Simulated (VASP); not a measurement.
# Sc (R-3m) in VASP: further runs, part 2 of 2

VASP 6.6.1. Earlier steps stand in the parts before.

## Step 3: Single point, PBEsol (equal xy, yz and zx shear strains of +1 %)

INCAR

```
SYSTEM = Sc
ALGO = Normal ; EDIFF = 1E-6
ENCUT = 520 ; GGA = PS
ISIF = 2 ; ISMEAR = -1
LASPH = .TRUE. ; LCHARG = .FALSE.
LREAL = .FALSE. ; LWAVE = .FALSE.
NBANDS = 12 ; NELM = 80
PREC = Accurate ; SIGMA = 0.03
```

KPOINTS

```
k-points
0
G
  12 12 12
  0 0 0
```

POSCAR

```
Sc
1.0
    0.0227050000      2.2818525000      2.2818525000
    2.2818525000      0.0227050000      2.2818525000
    2.2818525000      2.2818525000      0.0227050000
Sc
1
Direct
    0.0000000000      0.0000000000      0.0000000000
```

Potentials or basis: VASP PAW PBE potentials, release 64 (Sc_sv).

The run is started by

```
$ cat potpaw_PBE.64/Sc_sv/POTCAR > POTCAR
$ mpirun -np 1 vasp_std > vasp.out
```

OUTCAR:

```text
SYSTEM = Sc
   EDIFF = 1E-6
   ENCUT = 520
   GGA = PS
   ISIF = 2
   ISMEAR = -1
   LASPH = .TRUE.
   LREAL = .FALSE.
   NELM = 80
   PREC = Accurate

 ion  position               nearest neighbor table
   1  0.000  0.000  0.000-

  LATTYP: Found a trigonal (rhomboedric) cell.
 ALAT       =     3.2271066268
 COS(alpha) =     0.5099250056

  Lattice vectors:

 A1 = (   0.0227050000,   2.2818525000,   2.2818525000)
 A2 = (   2.2818525000,   0.0227050000,   2.2818525000)
 A3 = (   2.2818525000,   2.2818525000,   0.0227050000)

Analysis of symmetry for initial positions (statically):
=====================================================================
 Subroutine PRICEL returns:
 Original cell was already a primitive cell.

 Routine SETGRP: Setting up the symmetry group for a
 trigonal (rhombohedral) supercell.

 Subroutine GETGRP returns: Found 12 space group operations
 (whereof 12 operations were pure point group operations)
 out of a pool of 12 trial point group operations.

The static configuration has the point symmetry D_3d.

Analysis of symmetry for dynamics (positions and initial velocities):
=====================================================================
 Subroutine PRICEL returns:
 Original cell was already a primitive cell.

 Routine SETGRP: Setting up the symmetry group for a
 trigonal (rhombohedral) supercell.

 Subroutine GETGRP returns: Found 12 space group operations
 (whereof 12 operations were pure point group operations)
 out of a pool of 12 trial point group operations.

The dynamic configuration has the point symmetry D_3d.

 Subroutine INISYM returns: Found 12 space group operations
 (whereof 12 operations are pure point group operations),
 and found     1 'primitive' translations

----------------------------------------------------------------------------------------

                                     Primitive cell

  volume of cell :      23.4079

  direct lattice vectors                    reciprocal lattice vectors
     0.022705000  2.281852500  2.281852500    -0.222418079  0.220226768  0.220226768
     2.281852500  0.022705000  2.281852500     0.220226768 -0.222418079  0.220226768
     2.281852500  2.281852500  0.022705000     0.220226768  0.220226768 -0.222418079

  length of vectors
     3.227106627  3.227106627  3.227106627     0.382713288  0.382713288  0.382713288

  position of ions in fractional coordinates (direct lattice)
     0.000000000  0.000000000  0.000000000

  ion indices of the primitive-cell ions
   primitive index   ion index
                 1           1

----------------------------------------------------------------------------------------

 KPOINTS: k-points

Automatic generation of k-mesh.
 Grid dimensions read from file:
 generate k-points for:   12   12   12

 Generating k-lattice:

  Cartesian coordinates                     Fractional coordinates (reciprocal lattice)
    -0.018534840  0.018352231  0.018352231     0.083333333  0.000000000  0.000000000
     0.018352231 -0.018534840  0.018352231     0.000000000  0.083333333  0.000000000
     0.018352231  0.018352231 -0.018534840     0.000000000  0.000000000  0.083333333

  Length of vectors
     0.031892774  0.031892774  0.031892774

  Shift w.r.t. Gamma in fractional coordinates (k-lattice)
     0.000000000  0.000000000  0.000000000

 Subroutine IBZKPT returns following result:
 ===========================================

 Found    189 irreducible k-points:

 Following reciprocal coordinates:
            Coordinates               Weight
  0.000000  0.000000  0.000000      1.000000
  0.083333 -0.000000 -0.000000      6.000000
  0.166667 -0.000000 -0.000000      6.000000
  0.250000  0.000000 -0.000000      6.000000
  0.333333  0.000000  0.000000      6.000000
  0.416667  0.000000  0.000000      6.000000
[... 16 lines left out ...]
  0.500000  0.166667 -0.000000     12.000000
 -0.416667  0.166667 -0.000000     12.000000
 [... further k-points ...]
   k-points           NKPTS =    189   k-points in BZ     NKDIM =    189   number of bands    NBANDS=     12
   number of dos      NEDOS =    301   number of ions     NIONS =      1
   total plane-waves  NPLWV =  13824
   dimension x,y,z NGX =    24 NGY =   24 NGZ =   24
   dimension x,y,z NGXF=    48 NGYF=   48 NGZF=   48
   ions per type =               1
   NGX,Y,Z   is equivalent  to a cutoff of  12.36, 12.36, 12.36 a.u.
   NGXF,Y,Z  is equivalent  to a cutoff of  24.73, 24.73, 24.73 a.u.
 SYSTEM =  Sc
   PREC   = accura    normal or accurate (medium, high low for compatibility)
   ISTART =      0    job   : 0-new  1-cont  2-samecut
   ICHARG =      2    charge: 1-file 2-atom 10-const
   ISPIN  =      1    spin polarized calculation?
   LNONCOLLINEAR =      F non collinear calculations
   LSORBIT =      F    spin-orbit coupling
   LASPH  =      T    aspherical Exc in radial PAW
   ENCUT  =  520.0 eV  38.22 Ry    6.18 a.u.   6.00  6.00  6.00*2*pi/ulx,y,z
   NELM   =     80;   NELMIN=  2; NELMDL= -5     # of ELM steps
   EDIFF  = 0.1E-05   stopping-criterion for ELM
   LREAL  =      F    real-space projection
   EDIFFG = 0.1E-04   stopping-criterion for IOM
   NSW    =      0    number of steps for IOM
   IBRION =     -1    ionic relax: 0-MD 1-quasi-New 2-CG
   NFREE  =      0    steps in history (QN), initial steepest desc. (CG)
   ISIF   =      2    stress and relaxation
   ISYM   =      2    0-nonsym 1-usesym 2-fastsym
   POTIM  = 0.5000    time-step for ionic-motion
   TEBEG  =    0.0;   TEEND  =   0.0 temperature during run
   PSTRESS=    0.0 pullay stress
   NELECT =      11.0000    total number of electrons
   NUPDOWN=      -1.0000    fix difference up-down
   EMIN   =  10.00;   EMAX   =-10.00  energy-range for DOS
   EFERMI =   0.00;   METHOD = LEGACY
   ISMEAR =    -1;   SIGMA  =   0.03  broadening in eV -4-tet -1-fermi 0-gaus
   EFERMI_NEDOS =   21; number of points for ismear=-14 and -15
   IALGO  =     38    algorithm
   IMIX   =      4    mixing-type and parameters
     AMIX     =   0.40;   BMIX     =  1.00
     AMIX_MAG =   1.60;   BMIX_MAG =  1.00
  volume/ion in A,a.u.               =      23.41       157.96
  Fermi-wavevector in a.u.,A,eV,Ry     =   1.272775  2.405196 22.040850  1.619957
  Thomas-Fermi vector in A             =   2.405635
   LORBIT       =      0    0 simple, 1 ext, 2 COOP (PROOUT), +10 PAW based schemes
   GGA     = PS    functional components
   LHFCALC =     F    Hartree Fock is set to
   AEXX    =    0.0000 exact exchange contribution
   IVDW    =     0    specifies the selected vdW correction
   LEPSILON=     F    determine dielectric tensor
   LRPA    =     F    only Hartree local field effects (RPA)
 non-spin polarized calculation
  energy-cutoff  :      520.00
  volume of cell :       23.41
 maximum number of plane-waves:       642
   NGX = 11   NGY = 11   NGZ = 11

 number of electron      10.9999998 magnetization

 Free energy of the ion-electron system (eV)
  ---------------------------------------------------
  ext. energy  EPLUGINS =         0.00000000
  ---------------------------------------------------
  free energy    TOTEN  =        -6.56105470 eV

  energy without entropy =       -6.55593700  energy(sigma->0) =       -6.55849585

 E-fermi :   3.9423     XC(G=0): -10.2004

 val. band max:        3.9398172398   @ k =  -0.4167   0.3333   0.3333
 cond. band min:       3.9524990144   @ k =  -0.4167   0.1667   0.0833
 fundamental gap:      0.0126817746
 Fermi energy:         3.9423033460

 k-point     1 :       0.0000    0.0000    0.0000
  band No.  band energies     occupation
      1     -45.1478      2.00000
      2     -23.6243      2.00000
      3     -23.6145      2.00000
      4     -23.6145      2.00000
      5      -1.3532      2.00000
      6       5.4965      0.00000
      7       5.6289      0.00000
      8       5.6289      0.00000
      9       7.0690      0.00000
     10       7.0690      0.00000
     11      16.7429      0.00000
     12      20.0775      0.00000
[... 331 lines left out ...]
 k-point    24 :      -0.4167    0.1667   -0.0000
  band No.  band energies     occupation
      1     -45.0631      2.00000
      2     -24.0541      2.00000
      3     -23.7683      2.00000
      4     -23.7005      2.00000
      5       2.6474      2.00000
      6       3.9106      1.48356
      7       5.0351      0.00000
      8       5.8549      0.00000
      9       7.8122      0.00000
     10       8.8575      0.00000
     11      11.1283      0.00000
     12      15.6507      0.00000

 [... further k-points ...]

------------------------ aborting loop because EDIFF is reached ----------------------------------------

  FORCE on cell =-STRESS in cart. coord.  units (eV):
  Direction    XX          YY          ZZ          XY          YZ          ZX
  --------------------------------------------------------------------------------------
  -------------------------------------------------------------------------------------
  Total        0.0683964      0.0683964      0.0683964     -0.0561107     -0.0561107     -0.0561107
  in kB        4.6814624      4.6814624      4.6814624     -3.8405571     -3.8405571     -3.8405571
  external PRESSURE =       4.6814624 kB  Pullay stress =       0.0000000 kB

 VOLUME and BASIS-vectors are now :
 -----------------------------------------------------------------------------
  energy-cutoff  :      520.00
  volume of cell :       23.41
      direct lattice vectors                 reciprocal lattice vectors
     0.022705000  2.281852500  2.281852500    -0.222418079  0.220226768  0.220226768
     2.281852500  0.022705000  2.281852500     0.220226768 -0.222418079  0.220226768
     2.281852500  2.281852500  0.022705000     0.220226768  0.220226768 -0.222418079

 POSITION                                       TOTAL-FORCE (eV/Angst)
 -----------------------------------------------------------------------------------
      0.00000      0.00000      0.00000        -0.000000     -0.000000      0.000000
 -----------------------------------------------------------------------------------
    total drift:                               -0.000000      0.000000     -0.000000

  FREE ENERGIE OF THE ION-ELECTRON SYSTEM (eV)
  ---------------------------------------------------
  free  energy   TOTEN  =        -6.5610547027 eV

  energy  without entropy=       -6.5559369955  energy(sigma->0) =       -6.55849585
```

OSZICAR:

```text
N       E                     dE             d eps       ncg     rms          rms(c)
DAV:   1     0.728351729949E+02    0.72835E+02   -0.50998E+03  4560   0.904E+02
DAV:   2    -0.590059996053E+01   -0.78736E+02   -0.77189E+02  4548   0.281E+02
DAV:   3    -0.726535658023E+01   -0.13648E+01   -0.13374E+01  5928   0.493E+01
DAV:   4    -0.728764752033E+01   -0.22291E-01   -0.22277E-01  5632   0.505E+00
DAV:   5    -0.728800750353E+01   -0.35998E-03   -0.35997E-03  6116   0.607E-01    0.583E+00
DAV:   6    -0.664818557109E+01    0.63982E+00   -0.95877E-01  6848   0.141E+01    0.170E+00
DAV:   7    -0.656650042988E+01    0.81685E-01   -0.18057E-01  7212   0.582E+00    0.539E-01
DAV:   8    -0.656135376411E+01    0.51467E-02   -0.10812E-02  5220   0.147E+00    0.134E-01
DAV:   9    -0.656104746820E+01    0.30630E-03   -0.10608E-03  6896   0.492E-01    0.199E-02
DAV:  10    -0.656105680927E+01   -0.93411E-05   -0.29776E-05  6544   0.597E-02    0.111E-02
DAV:  11    -0.656105469942E+01    0.21099E-05   -0.77016E-06  7072   0.384E-02    0.873E-04
DAV:  12    -0.656105470272E+01   -0.33006E-08   -0.23438E-08  2576   0.179E-03
   1 F= -.65610547E+01 E0= -.65584958E+01  d E =-.511771E-02
```

It took 25 s on 1 thread of Intel Xeon Platinum 8259CL at 2.50GHz (Skylake/Cascade Lake), shared host; peak memory 0.17 GiB.

Results:

- Free energy: -6.5611 eV
- Pressure: 0.5 GPa

Caveat: the cell differs from its parent crystal (equal xy, yz and zx shear strains of +1 %); the PAW data sets were made with another functional, which shifts forces and pressure a little.
